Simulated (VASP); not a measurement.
Runs of VASP 6.6.1 on SiC. The structure is that of space group Fm-3m (No. 225), or close to it. The cells are those of the table. 

```csv
cell,k mesh,gap on the mesh (eV),pressure (GPa)
"a = 2.557 Å, angles 60.0°, 2 atoms",20 × 20 × 20,0.58,(a)
"a = 2.692 Å, angles 60.0°, 2 atoms",20 × 20 × 20,(c),67.0
"a = 2.774 Å, angles 60.0°, 2 atoms",20 × 20 × 20,none,26.4
"a = 2.648 Å, angles 60.0°, 2 atoms",20 × 20 × 20,0.80,(b)
"a = 2.603 Å, angles 60.0°, 2 atoms",20 × 20 × 20,0.92,129.5
"a = 2.458 Å, angles 60.0°, 2 atoms",22 × 22 × 22,none,293.8
"a = 2.853 Å, angles 60.0°, 2 atoms",18 × 18 × 18,none,(d)
"a = 2.508 Å, angles 60.0°, 2 atoms",22 × 22 × 22,0.21,226.2
"a = 2.890 Å, angles 60.0°, 2 atoms",18 × 18 × 18,none,-9.0
```

Alike in all rows: task single point; level PBEsol; potentials or basis VASP PAW PBE potentials, release 64 (C, Si); no spin polarisation; cutoff (eV) 520; smearing gaussian 0.05 eV.

Q: Estimate the missing entries.

A: (a) 172.5; (b) 94.9; (c) 0.39; (d) 0.6.

Caveats: the PAW data sets were made with another functional, which shifts forces and pressure a little.

A k mesh can miss the band edges.

A gap of «none» marks levels without a gap at the run's occupations.
